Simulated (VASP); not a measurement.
# B24N25 (a cell with a defect) in VASP: single point with PBE

Aim: the single point of B24N25 (a cell with a defect) with PBE.

All numbers are computed with VASP 6.6.1; they aren't measurements. Logs are shortened: lines on timing, memory, paths and dates and some standing lists are left out, and cuts for length are marked.

**1. The cell of the first run**

The cell holds a defect, 49 atoms: a = 8.343 Å, b = 8.702 Å, c = 8.702 Å, α = 120.00°, β = 90.00°, γ = 90.00°.

**2. Single point, PBE (with an interstitial atom, then relaxed in part)**

INCAR

```
SYSTEM = B24N25
  PREC = Accurate
  ENCUT = 520
  EDIFF = 1E-7
  ISMEAR = 0
  SIGMA = 0.01
  LREAL = Auto
  LASPH = .TRUE.
  NELM = 80
  ALGO = Normal
  ISIF = 2
  LWAVE = .FALSE.
  LCHARG = .FALSE.
  GGA = PE
  NELECT = 198.0
  NBANDS = 128
```

KPOINTS

```
regular mesh
0
G
  2 2 2
  0 0 0
```

POSCAR

```
B24N25
1.0
    0.0000000000      0.0000000000      8.3431560662
    7.5365434625     -4.3512253968      0.0000000000
    0.0000000000      8.7024507937      0.0000000000
B N
24 25
Direct
    0.2672894032      0.0000000000      0.1655126743
    0.2664825734      0.4997800087      0.1664532002
    0.2717790913      0.3326059356      0.3326059356
    0.2664825734      0.1664532002      0.4997800087
    0.2717790913      0.0000000000      0.6673940644
    0.2664825734      0.8335467998      0.3333268084
    0.2664825734      0.6666731916      0.5002199913
    0.2664825734      0.5002199913      0.6666731916
    0.2664825734      0.3333268084      0.8335467998
    0.2672894032      0.1655126743      0.0000000000
    0.2672894032      0.8344873257      0.8344873257
    0.2717790913      0.6673940644      0.0000000000
    0.7327105968      0.1655126743      0.1655126743
    0.7335174266      0.6666731916      0.1664532002
    0.7335174266      0.4997800087      0.3333268084
    0.7335174266      0.3333268084      0.4997800087
    0.7335174266      0.1664532002      0.6666731916
    0.7282209087      0.0000000000      0.3326059356
    0.7335174266      0.8335467998      0.5002199913
    0.7282209087      0.6673940644      0.6673940644
    0.7335174266      0.5002199913      0.8335467998
    0.7282209087      0.3326059356      0.0000000000
    0.7327105968      0.0000000000      0.8344873257
    0.7327105968      0.8344873257      1.0000000000
    0.7200883850      0.0000000000      0.1677014031
    0.7326419033      0.5001348187      0.1667378931
    0.7341579694      0.3332624237      0.3332624237
    0.7326419033      0.1667378931      0.5001348187
    0.7341579694      0.0000000000      0.6667375763
    0.7326419033      0.8332621069      0.3333969256
    0.7326419033      0.6666030744      0.4998651813
    0.7326419033      0.4998651813      0.6666030744
    0.7326419033      0.3333969256      0.8332621069
    0.7200883850      0.1677014031      0.0000000000
    0.7200883850      0.8322985969      0.8322985969
    0.7341579694      0.6667375763      0.0000000000
    0.2799116150      0.1677014031      0.1677014031
    0.2673580967      0.6666030744      0.1667378931
    0.2673580967      0.5001348187      0.3333969256
    0.2673580967      0.3333969256      0.5001348187
    0.2673580967      0.1667378931      0.6666030744
    0.2658420306      0.0000000000      0.3332624237
    0.2673580967      0.8332621069      0.4998651813
    0.2658420306      0.6667375763      0.6667375763
    0.2673580967      0.4998651813      0.8332621069
    0.2658420306      0.3332624237      0.0000000000
    0.2799116150      0.0000000000      0.8322985969
    0.2799116150      0.8322985969      1.0000000000
    0.0000000000      0.0000000000      0.0000000000
```

Potentials or basis: VASP PAW PBE potentials, release 64 (B, N).

Launch:

```
> cat potpaw_PBE.64/B/POTCAR potpaw_PBE.64/N/POTCAR > POTCAR
> mpirun -np 1 vasp_std > vasp.out
```

OUTCAR:

```text
SYSTEM = B24N25
   PREC = Accurate
   ENCUT = 520
   EDIFF = 1E-7
   ISMEAR = 0
   LREAL = Auto
   LASPH = .TRUE.
   NELM = 80
   ISIF = 2
   GGA = PE
   NELECT = 198.0

 ion  position               nearest neighbor table
   1  0.267  0.000  0.166-  37 1.45  48 1.45  42 1.46
   2  0.266  0.500  0.166-  46 1.45  38 1.45  39 1.45
   3  0.272  0.333  0.333-  37 1.44  39 1.45  40 1.45
   4  0.266  0.166  0.500-  42 1.45  41 1.45  40 1.45
   5  0.272  0.000  0.667-  47 1.44  41 1.45  43 1.45
   6  0.266  0.834  0.333-  42 1.45  43 1.45  38 1.45
[... 40 lines left out ...]
  47  0.280  0.000  0.832-   5 1.44  11 1.45  10 1.45
  48  0.280  0.832  0.000-  12 1.44  11 1.45   1 1.45
  49  0.000  0.000  0.000-

  LATTYP: Found a hexagonal cell.
 ALAT       =     8.7024507937
 C/A-ratio  =     0.9587133859

  Lattice vectors:

 A1 = (   7.5365434625,  -4.3512253968,   0.0000000000)
 A2 = (   0.0000000000,   8.7024507937,   0.0000000000)
 A3 = (   0.0000000000,   0.0000000000,   8.3431560662)

Analysis of symmetry for initial positions (statically):
=====================================================================
 Subroutine PRICEL returns:
 Original cell was already a primitive cell.

 Routine SETGRP: Setting up the symmetry group for a
 hexagonal supercell.

 Subroutine GETGRP returns: Found 12 space group operations
 (whereof 12 operations were pure point group operations)
 out of a pool of 24 trial point group operations.

The static configuration has the point symmetry D_3d.

Analysis of symmetry for dynamics (positions and initial velocities):
=====================================================================
 Subroutine PRICEL returns:
 Original cell was already a primitive cell.

 Routine SETGRP: Setting up the symmetry group for a
 hexagonal supercell.

 Subroutine GETGRP returns: Found 12 space group operations
 (whereof 12 operations were pure point group operations)
 out of a pool of 24 trial point group operations.

The dynamic configuration has the point symmetry D_3d.

 Subroutine INISYM returns: Found 12 space group operations
 (whereof 12 operations are pure point group operations),
 and found     1 'primitive' translations

----------------------------------------------------------------------------------------

                                     Primitive cell

  volume of cell :     547.1976

  direct lattice vectors                    reciprocal lattice vectors
     0.000000000  0.000000000  8.343156066     0.000000000  0.000000000  0.119858719
     7.536543463 -4.351225397  0.000000000     0.132686822  0.000000000  0.000000000
     0.000000000  8.702450794  0.000000000     0.066343411  0.114910158  0.000000000

  length of vectors
     8.343156066  8.702450794  8.702450794     0.119858719  0.132686822  0.132686822

  position of ions in fractional coordinates (direct lattice)
     0.267289403  0.000000000  0.165512674
     0.266482573  0.499780009  0.166453200
     0.271779091  0.332605936  0.332605936
     0.266482573  0.166453200  0.499780009
     0.271779091  0.000000000  0.667394064
     0.266482573  0.833546800  0.333326808
[... 41 lines left out ...]
     0.279911615  0.832298597  0.000000000
     0.000000000  0.000000000  0.000000000

  ion indices of the primitive-cell ions
   primitive index   ion index
                 1           1
                 2           2
                 3           3
                 4           4
                 5           5
                 6           6
[... 41 lines left out ...]
                48          48
                49          49

----------------------------------------------------------------------------------------

 KPOINTS: regular mesh

Automatic generation of k-mesh.
 Grid dimensions read from file:
 generate k-points for:    2    2    2

 Generating k-lattice:

  Cartesian coordinates                     Fractional coordinates (reciprocal lattice)
     0.000000000  0.000000000  0.059929360     0.500000000  0.000000000  0.000000000
     0.066343411  0.000000000  0.000000000     0.000000000  0.500000000  0.000000000
     0.033171705  0.057455079  0.000000000     0.000000000  0.000000000  0.500000000

  Length of vectors
     0.059929360  0.066343411  0.066343411

  Shift w.r.t. Gamma in fractional coordinates (k-lattice)
     0.000000000  0.000000000  0.000000000

 Subroutine IBZKPT returns following result:
 ===========================================

 Found      4 irreducible k-points:

 Following reciprocal coordinates:
            Coordinates               Weight
  0.000000  0.000000  0.000000      1.000000
  0.500000  0.000000  0.000000      1.000000
  0.000000  0.500000  0.000000      3.000000
  0.500000  0.500000  0.000000      3.000000
   k-points           NKPTS =      4   k-points in BZ     NKDIM =      4   number of bands    NBANDS=    128
   number of dos      NEDOS =    301   number of ions     NIONS =     49
   total plane-waves  NPLWV = 313600
   dimension x,y,z NGX =    64 NGY =   70 NGZ =   70
   dimension x,y,z NGXF=   128 NGYF=  140 NGZF=  140
   ions per type =              24  25
   NGX,Y,Z   is equivalent  to a cutoff of  12.75, 13.37, 13.37 a.u.
   NGXF,Y,Z  is equivalent  to a cutoff of  25.51, 26.74, 26.74 a.u.
 SYSTEM =  B24N25
   PREC   = accura    normal or accurate (medium, high low for compatibility)
   ISTART =      0    job   : 0-new  1-cont  2-samecut
   ICHARG =      2    charge: 1-file 2-atom 10-const
   ISPIN  =      1    spin polarized calculation?
   LNONCOLLINEAR =      F non collinear calculations
   LSORBIT =      F    spin-orbit coupling
   LASPH  =      T    aspherical Exc in radial PAW
   ENCUT  =  520.0 eV  38.22 Ry    6.18 a.u.  15.51 16.18 16.18*2*pi/ulx,y,z
   NELM   =     80;   NELMIN=  2; NELMDL= -5     # of ELM steps
   EDIFF  = 0.1E-06   stopping-criterion for ELM
   LREAL  =      T    real-space projection
   EDIFFG = 0.1E-05   stopping-criterion for IOM
   NSW    =      0    number of steps for IOM
   IBRION =     -1    ionic relax: 0-MD 1-quasi-New 2-CG
   NFREE  =      0    steps in history (QN), initial steepest desc. (CG)
   ISIF   =      2    stress and relaxation
   ISYM   =      2    0-nonsym 1-usesym 2-fastsym
   POTIM  = 0.5000    time-step for ionic-motion
   TEBEG  =    0.0;   TEEND  =   0.0 temperature during run
   PSTRESS=    0.0 pullay stress
   NELECT =     198.0000    total number of electrons
   NUPDOWN=      -1.0000    fix difference up-down
   EMIN   =  10.00;   EMAX   =-10.00  energy-range for DOS
   EFERMI =   0.00;   METHOD = LEGACY
   ISMEAR =     0;   SIGMA  =   0.01  broadening in eV -4-tet -1-fermi 0-gaus
   EFERMI_NEDOS =   21; number of points for ismear=-14 and -15
   IALGO  =     38    algorithm
   IMIX   =      4    mixing-type and parameters
     AMIX     =   0.40;   BMIX     =  1.00
     AMIX_MAG =   1.60;   BMIX_MAG =  1.00
  volume/ion in A,a.u.               =      11.17        75.36
  Fermi-wavevector in a.u.,A,eV,Ry     =   1.166582  2.204520 18.516345  1.360913
  Thomas-Fermi vector in A             =   2.303093
   LORBIT       =      0    0 simple, 1 ext, 2 COOP (PROOUT), +10 PAW based schemes
   GGA     = PE    functional components
   LHFCALC =     F    Hartree Fock is set to
   AEXX    =    0.0000 exact exchange contribution
   IVDW    =     0    specifies the selected vdW correction
   LEPSILON=     F    determine dielectric tensor
   LRPA    =     F    only Hartree local field effects (RPA)
 non-spin polarized calculation
 Gauss-broadening in eV      SIGMA  =   0.01
  energy-cutoff  :      520.00
  volume of cell :      547.20
 maximum number of plane-waves:     14755
 NGX is ok and might be reduce to    64
   NGX = 31   NGY = 33   NGZ = 33

 number of electron     197.9999991 magnetization

 Free energy of the ion-electron system (eV)
  ---------------------------------------------------
  ext. energy  EPLUGINS =         0.00000000
  ---------------------------------------------------
  free energy    TOTEN  =      -420.63030488 eV

  energy without entropy =     -420.62743398  energy(sigma->0) =     -420.62886943

 E-fermi :   3.0903     XC(G=0):  -8.7897

 val. band max:        3.0837152886   @ k =   0.0000   0.0000   0.0000
 cond. band min:       3.0928965625   @ k =   0.5000   0.5000   0.0000
 fundamental gap:      0.0091812739
 Fermi energy:         3.0902580481

 k-point     1 :       0.0000    0.0000    0.0000
  band No.  band energies     occupation
      1     -17.0069      2.00000
      2     -16.9512      2.00000
      3     -15.5674      2.00000
      4     -15.5289      2.00000
      5     -15.5289      2.00000
      6     -15.5279      2.00000
[... 103 lines left out ...]
    110       5.8573      0.00000
    111       5.9703      0.00000

 k-point     2 :       0.5000    0.0000    0.0000
  band No.  band energies     occupation
      1     -16.9948      2.00000
      2     -16.9634      2.00000
      3     -15.5596      2.00000
      4     -15.5358      2.00000
      5     -15.5214      2.00000
      6     -15.5214      2.00000
[... 103 lines left out ...]
    110       5.6637      0.00000
    111       6.3607      0.00000

 k-point     3 :       0.0000    0.5000    0.0000
  band No.  band energies     occupation
      1     -16.6441      2.00000
      2     -16.5951      2.00000
      3     -16.5772      2.00000
      4     -16.5211      2.00000
      5     -15.8538      2.00000
      6     -15.8471      2.00000
[... 103 lines left out ...]
    110       6.4234      0.00000
    111       6.7200      0.00000

 k-point     4 :       0.5000    0.5000    0.0000
  band No.  band energies     occupation
      1     -16.6347      2.00000
      2     -16.6046      2.00000
      3     -16.5641      2.00000
      4     -16.5345      2.00000
      5     -15.8458      2.00000
      6     -15.8341      2.00000
[... 103 lines left out ...]
    110       6.7409      0.00000
    111       6.7451      0.00000
 [bands above 111 left out]

------------------------ aborting loop because EDIFF is reached ----------------------------------------

  FORCE on cell =-STRESS in cart. coord.  units (eV):
  Direction    XX          YY          ZZ          XY          YZ          ZX
  --------------------------------------------------------------------------------------
  -------------------------------------------------------------------------------------
  Total        5.4703729      5.4703729      7.0816907      0.0000000     -0.0000000      0.0000000
  in kB       16.0170808     16.0170808     20.7349686      0.0000000     -0.0000000      0.0000000
  external PRESSURE =      17.5897101 kB  Pullay stress =       0.0000000 kB

 VOLUME and BASIS-vectors are now :
 -----------------------------------------------------------------------------
  energy-cutoff  :      520.00
  volume of cell :      547.20
      direct lattice vectors                 reciprocal lattice vectors
     0.000000000  0.000000000  8.343156066     0.000000000  0.000000000  0.119858719
     7.536543463 -4.351225397  0.000000000     0.132686822  0.000000000  0.000000000
     0.000000000  8.702450794  0.000000000     0.066343411  0.114910158  0.000000000

 POSITION                                       TOTAL-FORCE (eV/Angst)
 -----------------------------------------------------------------------------------
      0.00000      1.44037      2.23004         0.000000     -0.013883     -0.004563
      3.76661     -0.72610      2.22331        -0.002483     -0.002307      0.002769
      2.50670      1.44724      2.26750         0.010552      0.006092      0.000642
      1.25448      3.62504      2.22331        -0.003240     -0.000997      0.002769
      0.00000      5.80796      2.26750         0.000000     -0.012185      0.000642
      6.28206     -0.72619      2.22331         0.003240     -0.000997      0.002769
[... 41 lines left out ...]
      6.27265     -3.62152      2.33535        -0.011281      0.006513      0.014654
      0.00000      0.00000      0.00000         0.000000     -0.000000     -0.000000
 -----------------------------------------------------------------------------------
    total drift:                               -0.000000      0.000000      0.000000

  FREE ENERGIE OF THE ION-ELECTRON SYSTEM (eV)
  ---------------------------------------------------
  free  energy   TOTEN  =      -420.6303048813 eV

  energy  without entropy=     -420.6274339800  energy(sigma->0) =     -420.62886943
```

Run time: 17 min. Hardware: 1 thread of Intel Xeon Platinum 8259CL at 2.50GHz (Skylake/Cascade Lake), shared host; peak memory 0.72 GiB.

What came out:

```
Free energy   : -420.6303 eV
Largest force : 0.023 eV/Å
```

Forces on the atoms (eV/Å):
```
B    0.000 -0.014 -0.005
B   -0.002 -0.002  0.003
B    0.011  0.006  0.001
B   -0.003 -0.001  0.003
B    0.000 -0.012  0.001
B    0.003 -0.001  0.003
B   -0.001  0.003  0.003
B    0.002 -0.002  0.003
B    0.001  0.003  0.003
B   -0.012  0.007 -0.005
B    0.012  0.007 -0.005
B   -0.011  0.006  0.001
B   -0.012 -0.007  0.005
B   -0.001 -0.003 -0.003
B   -0.002  0.002 -0.003
B    0.001 -0.003 -0.003
B   -0.003  0.001 -0.003
B    0.000  0.012 -0.001
B    0.003  0.001 -0.003
B   -0.011 -0.006 -0.001
B    0.002  0.002 -0.003
B    0.011 -0.006 -0.001
B    0.000  0.014  0.005
B    0.012 -0.007  0.005
N    0.000  0.013 -0.015
N    0.006 -0.007 -0.001
N   -0.013 -0.007  0.018
N   -0.003  0.009 -0.001
N    0.000  0.015  0.018
N    0.003  0.009 -0.001
N   -0.009 -0.002 -0.001
N   -0.006 -0.007 -0.001
N    0.009 -0.002 -0.001
N    0.011 -0.007 -0.015
N   -0.011 -0.007 -0.015
N    0.013 -0.007  0.018
N    0.011  0.007  0.015
N   -0.009  0.002  0.001
N    0.006  0.007  0.001
N    0.009  0.002  0.001
N   -0.003 -0.009  0.001
N    0.000 -0.015 -0.018
N    0.003 -0.009  0.001
N    0.013  0.007 -0.018
N   -0.006  0.007  0.001
N   -0.013  0.007 -0.018
N    0.000 -0.013  0.015
N   -0.011  0.007  0.015
N    0.000  0.000  0.000
```

Caveat: the k points lie up to 0.42 Å⁻¹ apart; the cell carries a net charge on a neutralising background, which shifts energy and pressure; the cell differs from its parent crystal (with an interstitial atom, then relaxed in part); the cell is charged against a uniform background, so pressure and absolute levels hang on convention.
